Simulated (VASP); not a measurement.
# Mg in VASP: further runs

Aim: see how the results for Mg move with the level of theory and the settings. Levels: PBE, PBEsol. Tasks: single point.

All numbers are computed with VASP 6.6.1; they aren't measurements. Logs are shortened: lines on timing, memory, paths and dates and some standing lists are left out, and cuts for length are marked.

## Step 1: The cell of the first run

It takes space group P6/mmm (No. 191, hexagonal). The conventional cell has a = 2.866 Å, b = 2.866 Å, c = 3.135 Å, α = 90.00°, β = 90.00°, γ = 120.00°. Mg (site symmetry 6/mmm) has 8 Mg at 2.87 to 3.13 Å within 3.8 Å.

## Step 2: Single point, PBE (strained)

Contents of INCAR:

```
PREC     = Accurate       # precision mode
ENCUT    = 520            # plane-wave cutoff, eV
EDIFF    = 1E-6           # SCF threshold, eV
ISMEAR   = 0              # smearing method
SIGMA    = 0.1            # smearing width, eV
LREAL    = False          # projectors in reciprocal space
LASPH    = True           # aspherical terms in the spheres
NELM     = 60             # most SCF steps
ALGO     = Normal         # electronic algorithm
ISIF     = 2              # what is computed and relaxed
LWAVE    = False          # write WAVECAR
LCHARG   = False          # write CHGCAR
GGA      = PE             # functional
NBANDS   = 7              # bands
```

Contents of KPOINTS:

```
Automatic mesh
0
Gamma
  15 15 14
```

Contents of POSCAR:

```
Mg
1.0
    2.8660921955      0.0000000000      0.0000000000
   -1.4330460978      2.4821086509      0.0000000000
    0.0000000000      0.0000000000      3.1349952104
Mg
1
Direct
    0.0000000000      0.0000000000      0.0000000000
```

Potentials or basis: VASP PAW PBE potentials, release 64 (Mg).

On the command line:

```bash
$ cat potpaw_PBE.64/Mg/POTCAR > POTCAR
$ mpirun -np 1 vasp_std > vasp.out
```

OUTCAR:

```text
PREC = Accurate
   ENCUT = 520
   EDIFF = 1E-6
   ISMEAR = 0
   LREAL = False
   LASPH = True
   NELM = 60
   ISIF = 2
   GGA = PE

 ion  position               nearest neighbor table
   1  0.000  0.000  0.000-

  LATTYP: Found a hexagonal cell.
 ALAT       =     2.8660921955
 C/A-ratio  =     1.0938221790

  Lattice vectors:

 A1 = (   2.8660921955,   0.0000000000,   0.0000000000)
 A2 = (  -1.4330460978,   2.4821086509,   0.0000000000)
 A3 = (   0.0000000000,   0.0000000000,   3.1349952104)

Analysis of symmetry for initial positions (statically):
=====================================================================
 Subroutine PRICEL returns:
 Original cell was already a primitive cell.

 Routine SETGRP: Setting up the symmetry group for a
 hexagonal supercell.

 Subroutine GETGRP returns: Found 24 space group operations
 (whereof 24 operations were pure point group operations)
 out of a pool of 24 trial point group operations.

The static configuration has the point symmetry D_6h.

Analysis of symmetry for dynamics (positions and initial velocities):
=====================================================================
 Subroutine PRICEL returns:
 Original cell was already a primitive cell.

 Routine SETGRP: Setting up the symmetry group for a
 hexagonal supercell.

 Subroutine GETGRP returns: Found 24 space group operations
 (whereof 24 operations were pure point group operations)
 out of a pool of 24 trial point group operations.

The dynamic configuration has the point symmetry D_6h.

 Subroutine INISYM returns: Found 24 space group operations
 (whereof 24 operations are pure point group operations),
 and found     1 'primitive' translations

----------------------------------------------------------------------------------------

                                     Primitive cell

  volume of cell :      22.3022

  direct lattice vectors                    reciprocal lattice vectors
     2.866092195  0.000000000  0.000000000     0.348907129  0.201441625  0.000000000
    -1.433046098  2.482108651  0.000000000     0.000000000  0.402883250  0.000000000
     0.000000000  0.000000000  3.134995210     0.000000000  0.000000000  0.318979754

  length of vectors
     2.866092195  2.866092196  3.134995210     0.402883250  0.402883250  0.318979754

[... 77 lines left out ...]
   NELM   =     60;   NELMIN=  2; NELMDL= -5     # of ELM steps
   EDIFF  = 0.1E-05   stopping-criterion for ELM
   LREAL  =      F    real-space projection
   EDIFFG = 0.1E-04   stopping-criterion for IOM
   NSW    =      0    number of steps for IOM
   IBRION =     -1    ionic relax: 0-MD 1-quasi-New 2-CG
   NFREE  =      0    steps in history (QN), initial steepest desc. (CG)
   ISIF   =      2    stress and relaxation
   ISYM   =      2    0-nonsym 1-usesym 2-fastsym
   POTIM  = 0.5000    time-step for ionic-motion
   TEBEG  =    0.0;   TEEND  =   0.0 temperature during run
   PSTRESS=    0.0 pullay stress
   NELECT =       2.0000    total number of electrons
   NUPDOWN=      -1.0000    fix difference up-down
   EMIN   =  10.00;   EMAX   =-10.00  energy-range for DOS
   EFERMI =   0.00;   METHOD = LEGACY
   ISMEAR =     0;   SIGMA  =   0.10  broadening in eV -4-tet -1-fermi 0-gaus
   EFERMI_NEDOS =   21; number of points for ismear=-14 and -15
   IALGO  =     38    algorithm
   IMIX   =      4    mixing-type and parameters
     AMIX     =   0.40;   BMIX     =  1.00
     AMIX_MAG =   1.60;   BMIX_MAG =  1.00
  volume/ion in A,a.u.               =      22.30       150.50
  Fermi-wavevector in a.u.,A,eV,Ry     =   0.732772  1.384738  7.305714  0.536955
  Thomas-Fermi vector in A             =   1.825317
   LORBIT       =      0    0 simple, 1 ext, 2 COOP (PROOUT), +10 PAW based schemes
   GGA     = PE    functional components
   LHFCALC =     F    Hartree Fock is set to
   AEXX    =    0.0000 exact exchange contribution
   IVDW    =     0    specifies the selected vdW correction
   LEPSILON=     F    determine dielectric tensor
   LRPA    =     F    only Hartree local field effects (RPA)
 non-spin polarized calculation
 Gauss-broadening in eV      SIGMA  =   0.10
  energy-cutoff  :      520.00
  volume of cell :       22.30
 maximum number of plane-waves:       630
 NGX is ok and might be reduce to    24
   NGX = 11   NGY = 11   NGZ = 11

 number of electron       2.0000000 magnetization

 Free energy of the ion-electron system (eV)
  ---------------------------------------------------
  ext. energy  EPLUGINS =         0.00000000
  ---------------------------------------------------
  free energy    TOTEN  =        -1.17863489 eV

  energy without entropy =       -1.17627737  energy(sigma->0) =       -1.17745613

 E-fermi :   2.7326     XC(G=0):  -8.5370

 val. band max:        2.7206381409   @ k =   0.4000   0.2000   0.0000
 cond. band min:       2.7480664972   @ k =   0.4000   0.0667   0.4286
 fundamental gap:      0.0274283564
 Fermi energy:         2.7326498091

 k-point     1 :       0.0000    0.0000    0.0000
  band No.  band energies     occupation
      1      -4.3041      2.00000
      2       9.9003      0.00000
      3      10.1340      0.00000
      4      16.9017      0.00000
      5      16.9017      0.00000
      6      19.1158      0.00000
      7      19.1158      0.00000
[... 221 lines left out ...]
 k-point    24 :       0.4000    0.2000    0.0000
  band No.  band energies     occupation
      1       1.8940      2.00000
      2       2.7206      1.13489
      3       7.0117      0.00000
      4      15.3695      0.00000
      5      16.4740      0.00000
      6      17.0898      0.00000
      7      17.4707      0.00000

 [... further k-points ...]

------------------------ aborting loop because EDIFF is reached ----------------------------------------

  FORCE on cell =-STRESS in cart. coord.  units (eV):
  Direction    XX          YY          ZZ          XY          YZ          ZX
  --------------------------------------------------------------------------------------
  -------------------------------------------------------------------------------------
  Total        1.3810898      1.3810898     -0.0272659     -0.0000000      0.0000000      0.0000000
  in kB       99.2166757     99.2166757     -1.9587642     -0.0000000      0.0000000      0.0000000
  external PRESSURE =      65.4915291 kB  Pullay stress =       0.0000000 kB

 VOLUME and BASIS-vectors are now :
 -----------------------------------------------------------------------------
  energy-cutoff  :      520.00
  volume of cell :       22.30
      direct lattice vectors                 reciprocal lattice vectors
     2.866092195  0.000000000  0.000000000     0.348907129  0.201441625  0.000000000
    -1.433046098  2.482108651  0.000000000     0.000000000  0.402883250  0.000000000
     0.000000000  0.000000000  3.134995210     0.000000000  0.000000000  0.318979754

 POSITION                                       TOTAL-FORCE (eV/Angst)
 -----------------------------------------------------------------------------------
      0.00000      0.00000      0.00000         0.000000      0.000000      0.000000
 -----------------------------------------------------------------------------------
    total drift:                               -0.000000      0.000000      0.000000

  FREE ENERGIE OF THE ION-ELECTRON SYSTEM (eV)
  ---------------------------------------------------
  free  energy   TOTEN  =        -1.1786348900 eV

  energy  without entropy=       -1.1762773673  energy(sigma->0) =       -1.17745613
```

OSZICAR:

```text
N       E                     dE             d eps       ncg     rms          rms(c)
DAV:   1    -0.514492748338E+00   -0.51449E+00   -0.82792E+02  3262   0.198E+02
DAV:   2    -0.118500767045E+01   -0.67051E+00   -0.63043E+00  3976   0.111E+01
DAV:   3    -0.118757900092E+01   -0.25713E-02   -0.25706E-02  3927   0.766E-01
DAV:   4    -0.118758298016E+01   -0.39792E-05   -0.39791E-05  4564   0.222E-02
DAV:   5    -0.118758298682E+01   -0.66632E-08   -0.65954E-08  4004   0.582E-04    0.678E-01
DAV:   6    -0.118282349780E+01    0.47595E-02   -0.37402E-04  3773   0.101E-01    0.432E-01
DAV:   7    -0.117865010234E+01    0.41734E-02   -0.12037E-03  3346   0.177E-01    0.211E-02
DAV:   8    -0.117863525680E+01    0.14846E-04   -0.39318E-05  4298   0.249E-02    0.393E-03
DAV:   9    -0.117863489000E+01    0.36680E-06   -0.57258E-07  3955   0.402E-03
   1 F= -.11786349E+01 E0= -.11774561E+01  d E =-.235752E-02
```

Run time: 9.8 s. Hardware: 1 thread of Intel Xeon Platinum 8375C at 2.90GHz (Ice Lake), shared host; peak memory 0.16 GiB.

Results:

```
Free energy            : -1.1786 eV
Pressure               : 6.5 GPa
Band gap on the k mesh : zero (band 1 reaches 5.65 eV, above the bottom of band 2 at -0.05 eV)
```

Levels at points of the mesh, in eV from the Fermi level:
```tsv
k point	band 1	band 2	band 3	band 4	band 5	band 6
(0.00, 0.00, 0.00)	-7.04	7.17	7.40	14.17	14.17	16.38
(0.00, 0.00, 0.50)	-3.74	-2.78	15.88	15.88	18.41	18.41
```

Caveat: the cell differs from its parent crystal (strained).

## Step 3: Single point, PBE (strained)

Contents of INCAR:

```
ALGO     = Normal         # electronic algorithm
EDIFF    = 1E-7           # SCF threshold, eV
ENCUT    = 520            # plane-wave cutoff, eV
GGA      = PE             # functional
ISIF     = 2              # what is computed and relaxed
ISMEAR   = 0              # smearing method
LASPH    = True           # aspherical terms in the spheres
LCHARG   = False          # write CHGCAR
LREAL    = False          # projectors in reciprocal space
LWAVE    = False          # write WAVECAR
NBANDS   = 7              # bands
NELM     = 80             # most SCF steps
PREC     = Accurate       # precision mode
SIGMA    = 0.1            # smearing width, eV
```

Contents of KPOINTS:

```
k-points
0
Gamma
  15 15 14
```

Contents of POSCAR:

```
Mg
1.0
    3.0573459930      0.0000000000      0.0000000000
   -1.5286729966      2.6477392981      0.0000000000
    0.0000000000      0.0000000000      3.3259065261
Mg
1
Direct
    0.0000000000      0.0000000000      0.0000000000
```

Potentials or basis: VASP PAW PBE potentials, release 64 (Mg).

On the command line:

```bash
$ cat potpaw_PBE.64/Mg/POTCAR > POTCAR
$ mpirun -np 1 vasp_std > vasp.out
```

Run time: 25 s. Hardware: 1 thread of Intel Xeon Platinum 8375C at 2.90GHz (Ice Lake), shared host; peak memory 0.17 GiB.

Results (log left out):

```
Free energy            : -1.2557 eV
Pressure               : -0.4 GPa
Band gap on the k mesh : zero (band 1 reaches 4.37 eV, above the bottom of band 2 at -0.46 eV)
```

Stress tensor (GPa, compression positive):
```
 0.74  0.00  0.00
 0.00  0.74  0.00
 0.00  0.00 -2.78
```

Levels at points of the mesh, in eV from the Fermi level:
```
           k point  band 1  band 2  band 3  band 4  band 5
(0.00, 0.00, 0.00)   -6.24    6.57    6.71   12.84   12.84
(0.00, 0.00, 0.50)   -3.48   -2.24   14.35   14.35   16.54
```

Caveat: the cell differs from its parent crystal (strained).

## Step 4: Single point, PBE (strained)

Edit INCAR of step 3 so:

```diff
@@ -1,3 +1,3 @@
 ALGO     = Normal         # electronic algorithm
-EDIFF    = 1E-7           # SCF threshold, eV
+EDIFF    = 1E-6           # SCF threshold, eV
 ENCUT    = 520            # plane-wave cutoff, eV
@@ -11,3 +11,3 @@
 NBANDS   = 7              # bands
-NELM     = 80             # most SCF steps
+NELM     = 100            # most SCF steps
 PREC     = Accurate       # precision mode
```

KPOINTS is that of step 3.

Contents of POSCAR:

```
Mg
1.0
    3.2597943908      0.0000000000      0.0000000000
   -1.6298971955      2.8230647536      0.0000000000
    0.0000000000      0.0000000000      2.9799216330
Mg
1
Direct
    0.0000000000      0.0000000000      0.0000000000
```

Potentials or basis: VASP PAW PBE potentials, release 64 (Mg).

On the command line:

```bash
$ cat potpaw_PBE.64/Mg/POTCAR > POTCAR
$ mpirun -np 1 vasp_std > vasp.out
```

OUTCAR:

```text
EDIFF = 1E-6
   ENCUT = 520
   GGA = PE
   ISIF = 2
   ISMEAR = 0
   LASPH = True
   LREAL = False
   NELM = 100
   PREC = Accurate

 ion  position               nearest neighbor table
   1  0.000  0.000  0.000-

  LATTYP: Found a hexagonal cell.
 ALAT       =     3.2597943908
 C/A-ratio  =     0.9141440458

  Lattice vectors:

 A1 = (   3.2597943908,   0.0000000000,   0.0000000000)
 A2 = (  -1.6298971955,   2.8230647536,   0.0000000000)
 A3 = (   0.0000000000,   0.0000000000,   2.9799216330)

Analysis of symmetry for initial positions (statically):
=====================================================================
 Subroutine PRICEL returns:
 Original cell was already a primitive cell.

 Routine SETGRP: Setting up the symmetry group for a
 hexagonal supercell.

 Subroutine GETGRP returns: Found 24 space group operations
 (whereof 24 operations were pure point group operations)
 out of a pool of 24 trial point group operations.

The static configuration has the point symmetry D_6h.

[... 156 lines left out ...]
  energy without entropy =       -1.23692499  energy(sigma->0) =       -1.23820022

 E-fermi :   1.7491     XC(G=0):  -7.9403

 val. band max:        1.7420853079   @ k =   0.2000   0.2000   0.5000
 cond. band min:       1.7533997767   @ k =   0.3333   0.3333   0.0000
 fundamental gap:      0.0113144688
 Fermi energy:         1.7491009302

 k-point     1 :       0.0000    0.0000    0.0000
  band No.  band energies     occupation
      1      -4.4531      2.00000
      2      10.2459      0.00000
      3      11.6661      0.00000
      4      12.8273      0.00000
      5      12.8273      0.00000
      6      12.9613      0.00000
      7      12.9613      0.00000
[... 221 lines left out ...]
 k-point    24 :       0.4000    0.2000    0.0000
  band No.  band energies     occupation
      1       0.7153      2.00000
      2       0.7341      2.00000
      3       4.2946      0.00000
      4      14.0105      0.00000
      5      16.0644      0.00000
      6      16.1916      0.00000
      7      17.6776      0.00000

 [... further k-points ...]

------------------------ aborting loop because EDIFF is reached ----------------------------------------

  FORCE on cell =-STRESS in cart. coord.  units (eV):
  Direction    XX          YY          ZZ          XY          YZ          ZX
  --------------------------------------------------------------------------------------
  -------------------------------------------------------------------------------------
  Total       -0.6029025     -0.6029025      0.3162837      0.0000000      0.0000000      0.0000000
  in kB      -35.2242533    -35.2242533     18.4787012      0.0000000      0.0000000      0.0000000
  external PRESSURE =     -17.3232685 kB  Pullay stress =       0.0000000 kB

 VOLUME and BASIS-vectors are now :
 -----------------------------------------------------------------------------
  energy-cutoff  :      520.00
  volume of cell :       27.42
      direct lattice vectors                 reciprocal lattice vectors
     3.259794391  0.000000000  0.000000000     0.306767814  0.177112480  0.000000000
    -1.629897195  2.823064754  0.000000000     0.000000000  0.354224960  0.000000000
     0.000000000  0.000000000  2.979921633     0.000000000  0.000000000  0.335579295

 POSITION                                       TOTAL-FORCE (eV/Angst)
 -----------------------------------------------------------------------------------
      0.00000      0.00000      0.00000         0.000000      0.000000      0.000000
 -----------------------------------------------------------------------------------
    total drift:                               -0.000000      0.000000      0.000000

  FREE ENERGIE OF THE ION-ELECTRON SYSTEM (eV)
  ---------------------------------------------------
  free  energy   TOTEN  =        -1.2394754460 eV

  energy  without entropy=       -1.2369249947  energy(sigma->0) =       -1.23820022
```

OSZICAR:

```text
N       E                     dE             d eps       ncg     rms          rms(c)
DAV:   1    -0.686138067737E+00   -0.68614E+00   -0.70456E+02  3143   0.186E+02
DAV:   2    -0.124753553039E+01   -0.56140E+00   -0.53884E+00  4011   0.994E+00
DAV:   3    -0.124963824670E+01   -0.21027E-02   -0.21019E-02  3948   0.689E-01
DAV:   4    -0.124964191166E+01   -0.36650E-05   -0.36649E-05  4361   0.219E-02
DAV:   5    -0.124964191683E+01   -0.51644E-08   -0.54024E-08  4039   0.647E-04    0.602E-01
DAV:   6    -0.124452873698E+01    0.51132E-02   -0.85873E-04  3598   0.146E-01    0.386E-01
DAV:   7    -0.123946643268E+01    0.50623E-02   -0.40176E-03  3507   0.273E-01    0.248E-02
DAV:   8    -0.123947668417E+01   -0.10251E-04   -0.32162E-05  4039   0.309E-02    0.639E-03
DAV:   9    -0.123947559581E+01    0.10884E-05   -0.15603E-06  4004   0.469E-03    0.387E-04
DAV:  10    -0.123947544599E+01    0.14983E-06   -0.14699E-08  2065   0.636E-04
   1 F= -.12394754E+01 E0= -.12382002E+01  d E =-.255045E-02
```

stdout:

```text
POSCAR found type information on POSCAR Mg
 POSCAR found :  1 types and       1 ions
 scaLAPACK will be used
 LDA part: xc-table for (Slater+PW92), standard interpolation
 POSCAR, INCAR and KPOINTS ok, starting setup
 FFT: planning ... GRIDC
 FFT: planning ... GRID_SOFT
 FFT: planning ... GRID
 WAVECAR not read
 entering main loop
```

Wall time 24 s (1 thread of Intel Xeon Platinum 8375C at 2.90GHz (Ice Lake), shared host); peak memory 0.17 GiB.

What came out:

```yaml
Free_energy: -1.2395 eV
Pressure: -1.7 GPa
Band_gap_on_the_k_mesh: zero (band 1 reaches 4.77 eV, above the bottom of band 2 at -0.13 eV)
```

Caveat: the cell differs from its parent crystal (strained).

[end of part 1 of 2]
